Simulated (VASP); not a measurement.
A run of VASP 6.6.1 is set up as follows.

The input INCAR:

```
SYSTEM = Pb
PREC = Accurate ; ENCUT = 520
EDIFF = 1E-6 ; ISMEAR = 0
SIGMA = 0.05 ; LREAL = .False.
LASPH = .True. ; NELM = 80
ALGO = Fast ; ISIF = 2
LWAVE = .False. ; LCHARG = .False.
GGA = PE ; NBANDS = 21
```

KPOINTS

```
Automatic mesh
0
Gamma
  16 16 8
  0 0 0
```

File POSCAR:

```
Pb
1.0
    3.4315630062      0.0000000000      0.0000000000
   -1.7157815031      2.9718207380      0.0000000000
    0.0000000000      0.0000000000      5.7351759227
Pb
2
Direct
    0.3333333333      0.6666666667      0.2500000000
    0.6666666667      0.3333333333      0.7500000000
```

Potentials or basis: VASP PAW PBE potentials, release 64 (Pb_d).

The run is started by

```console
$ cat potpaw_PBE.64/Pb_d/POTCAR > POTCAR
$ mpirun -np 1 vasp_std > vasp.out
```

Estimate the pressure.

4.0 GPa.

Predict the band gap on the k mesh.

zero (bands 14 and 15 overlap by 7.89 eV).

Caveat: the cell stands under pressure; spin-orbit coupling is left out, which moves the levels of the heavy elements.
